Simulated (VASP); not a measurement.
Here is a VASP 6.6.1 calculation.

File INCAR:

```
SYSTEM = TaN
ALGO     = Normal         ! electronic algorithm
EDIFF    = 1E-8           ! SCF threshold, eV
ENCUT    = 520            ! plane-wave cutoff, eV
GGA      = PE             ! functional
ISIF     = 2              ! what is computed and relaxed
ISMEAR   = -1             ! smearing method
LASPH    = .TRUE.         ! aspherical terms in the spheres
LCHARG   = .FALSE.        ! write CHGCAR
LEFG     = .TRUE.       
LREAL    = .FALSE.        ! projectors in reciprocal space
LWAVE    = .FALSE.        ! write WAVECAR
NBANDS   = 15             ! bands
NELM     = 60             ! most SCF steps
PREC     = Accurate       ! precision mode
SIGMA    = 0.02           ! smearing width, eV
```

The input KPOINTS:

```
k-points
0
G
  12 12 10
  0 0 0
```

File POSCAR:

```
TaN
1.0
    2.9083200731      0.0000000000      0.0000000000
   -1.4541600366      2.5186790657      0.0000000000
    0.0000000000      0.0000000000      2.8538767967
Ta N
1 1
Direct
    0.3333333333      0.6666666667      0.5000000000
    0.0000000000      0.0000000000      0.0000000000
```

Potentials or basis: VASP PAW PBE potentials, release 64 (Ta_pv, N).

The run is started by

```console
$ cat potpaw_PBE.64/Ta_pv/POTCAR potpaw_PBE.64/N/POTCAR > POTCAR
$ mpirun -np 1 vasp_std > vasp.out
```

Q: Predict the pressure.

A: 17.2 GPa.

Q: Estimate the band gap on the k mesh.

A: Zero (band 8 reaches 9.01 eV, above the bottom of band 9 at 8.48 eV).

Electric field gradients, principal values (V/Å²):
```tsv
atom	least	middle	greatest (by size)
1 Ta	-7.862	-7.863	15.725
2 N	-0.081	-0.083	0.164
```

Caveat: without QUAD_EFG the Cq values of the log hold for a quadrupole moment of 1 mb, not for the nuclei; spin-orbit coupling is left out, which moves the levels of the heavy elements.
